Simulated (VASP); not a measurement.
Set up this calculation in VASP 6.6.1, as the native input.

- Task: single point
- Functional: PBEsol
- Potentials or basis: VASP PAW PBE potentials, release 64 (C)
- Cutoff: 520 eV
- k mesh: 13 × 13 × 8
- Occupations: fermi-dirac, width 0.05 eV
- Spin: no spin polarisation
- Dipole correction: no
- Further INCAR settings: ALGO = Normal; EDIFF = 1e-06; NBANDS = 11

The structure of C lies in POSCAR:

```
C
1.0
    2.1553145742     -1.2444459046      0.0000000000
    2.1553145742      1.2444459046      0.0000000000
   -1.3972173651      0.0000000000      3.5489252341
C
2
Direct
    0.1666444700      0.1666444700      0.9999069600
    0.8333555300      0.8333555300      0.0000930400
```

One way to write it, as run:

INCAR

```
ALGO = Normal
EDIFF = 1E-6
ENCUT = 520
GGA = PS
ISIF = 2
ISMEAR = -1
LASPH = True
LCHARG = False
LREAL = False
LWAVE = False
NBANDS = 11
NELM = 100
PREC = Accurate
SIGMA = 0.05
```

KPOINTS

```
k-points
0
Gamma
  13 13 8
```

Potentials or basis: VASP PAW PBE potentials, release 64 (C).

The run is started by

```console
$ cat potpaw_PBE.64/C/POTCAR > POTCAR
$ mpirun -np 1 vasp_std > vasp.out
```

Results of the run:

```
Pressure               : -8.5 GPa
Largest force          : 0.005 eV/Å
Band gap on the k mesh : 0.90 eV, indirect (least direct gap 0.91 eV)
```

Caveat: the PAW data sets were made with another functional, which shifts forces and pressure a little; this functional lacks dispersion, which binds the layers, so the pressure and a relaxed spacing across them are unreliable.

Wall time 52 s on 1 thread of Intel Xeon 6975P-C (shared host), peak memory 0.17 GiB.
